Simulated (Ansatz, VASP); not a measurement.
# Two plane-wave programs on AgCl

The input POSCAR:

```
AgCl
1.0
    0.0000000000      2.7454185000      2.7454185000
    2.7731500000     -0.0277315000      2.7731500000
    2.7731500000      2.7731500000     -0.0277315000
Ag Cl
1 1
Direct
    0.5000000000      0.5000000000      0.5000000000
    0.0000000000      0.0000000000      0.0000000000
```

The input INCAR.step1:

```
ALGO = Normal
EDIFF = 1E-5
ENCUT = 550
GGA = PE
GGA_COMPAT = False
ISMEAR = 0
LASPH = True
LCHARG = False
LREAL = False
LWAVE = True
NBANDS = 16
NELM = 120
PREC = Accurate
SIGMA = 0.05
```

The input INCAR.step2:

```
ALGO = Normal
EDIFF = 1E-6
ENCUT = 550
GGA_COMPAT = False
ISIF = 2
ISMEAR = 0
ISTART = 1
LASPH = True
LCHARG = False
LMIXTAU = True
LREAL = False
LWAVE = False
METAGGA = R2SCAN
NBANDS = 16
NELM = 120
PREC = Accurate
SIGMA = 0.05
```

Contents of KPOINTS:

```
k-points
0
Gamma
  8 8 8
```

Input for Ansatz:

```yaml
crystal:
  lattice:
    - [0.0, 2.7454185, 2.7454185]
    - [2.77315, -0.0277315, 2.77315]
    - [2.77315, 2.77315, -0.0277315]
  atoms:
    - { symbol: Ag, position: [0.5, 0.5, 0.5] }
    - { symbol: Cl, position: [0.0, 0.0, 0.0] }
basis:
  ecutwfc: 500
kpoints:
  mp_grid: { grid: [8, 8, 8] }
hamiltonian:
  xc: r2scan
scf:
  occupations: { method: gaussian, width: 0.05 }
output:
  forces: true
  stress: true
  eigenvalues: true
```

Change from the starting cell: strain -0.0200 x Voigt [0, 0, 0, 1, 0, 0], atoms carried along.

Alike in both runs: task single point; functional r2SCAN; k mesh 8 × 8 × 8; occupations gaussian, width 0.05 eV; no spin polarisation.

```csv
,VASP,Ansatz
version,VASP 6.6.1,Ansatz 0.2.0
potentials or method,"VASP PAW PBE potentials, release 64 (Ag, Cl), cutoff 550 eV","scalar-relativistic, plane waves, PAW"
valence electrons in the cell,18,26
```

```tsv
	VASP	Ansatz	Ansatz less VASP
gap on the k mesh at the Fermi level (eV)	1.40	1.46	+0.053
least direct gap on the mesh (eV)	3.69	3.73	+0.044
pressure (GPa)	-0.1	0.0	+0.07
traceless stress, the component that is largest in VASP (GPa)	0.11	0.11	+0.004
```

VASP's potentials were made for PBE, not for r2SCAN. VASP's potentials hold 18 valence electrons a cell and Ansatz's 26, so a difference there can come from the potentials and not from the codes.
